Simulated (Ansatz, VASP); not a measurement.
# CuO in VASP and in Ansatz

INCAR

```
PREC = Accurate
ENCUT = 520
EDIFF = 1E-6
ISMEAR = 0
SIGMA = 0.1
LREAL = F
LASPH = T
NELM = 80
ALGO = Normal
ISIF = 2
LWAVE = F
LCHARG = F
GGA = PE
NBANDS = 16
```

File KPOINTS:

```
Automatic mesh
0
Gamma
  22 22 22
```

The input POSCAR:

```
CuO
1.0
    0.0000000000      2.1220470066      2.1220470066
    2.1220470066      0.0000000000      2.1220470066
    2.1220470066      2.1220470066      0.0000000000
Cu O
1 1
Direct
    0.5000000000      0.5000000000      0.5000000000
    0.0000000000      0.0000000000      0.0000000000
```

Input for Ansatz:

```yaml
crystal:
  lattice:
    - [0.0, 2.1220470066, 2.1220470066]
    - [2.1220470066, 0.0, 2.1220470066]
    - [2.1220470066, 2.1220470066, 0.0]
  atoms:
    - { symbol: Cu, position: [0.5, 0.5, 0.5] }
    - { symbol: O, position: [0.0, 0.0, 0.0] }
basis:
  ecutwfc: 420
kpoints:
  mp_grid: { grid: [22, 22, 22] }
  band_path:
    path:
      - [[0.0, 0.0, 0.0], [0.5, 0.0, 0.5], [0.625, 0.25, 0.625]]
      - [[0.375, 0.375, 0.75], [0.0, 0.0, 0.0], [0.5, 0.5, 0.5], [0.5, 0.25, 0.75], [0.5, 0.0, 0.5]]
    npoints: 14
hamiltonian:
  xc: pbe
scf:
  occupations: { method: gaussian, width: 0.1 }
  n_extra_bands: 6
output:
  forces: true
  stress: true
  eigenvalues: true
  populations: true
  dos: { projected: true, de: 0.02, nscf_kmesh: { grid: [27, 27, 27] } }
  bader: true
  write_density: true
  write_potential: true
  elf: true
  volumetric_format: npy
```

Alike in both runs: task single point; functional PBE; k mesh 22 × 22 × 22; occupations gaussian, width 0.1 eV; no spin polarisation.

|  | VASP | Ansatz |
| --- | --- | --- |
| version | VASP 6.6.1 | Ansatz 0.2.0 |
| potentials or method | VASP PAW PBE potentials, release 64 (Cu, O), cutoff 520 eV | scalar-relativistic, plane waves, PAW |
| valence electrons in the cell | 17 | 25 |

|  | VASP | Ansatz | Ansatz less VASP |
| --- | --- | --- | --- |
| gap on the k mesh at the Fermi level (eV) | none | none | - |
| pressure (GPa) | 0.2 | 0.0 | -0.24 |

A gap of «none» marks a metal or a gap that the smearing closes. VASP's potentials hold 17 valence electrons a cell and Ansatz's 25, so a difference there can come from the potentials and not from the codes.
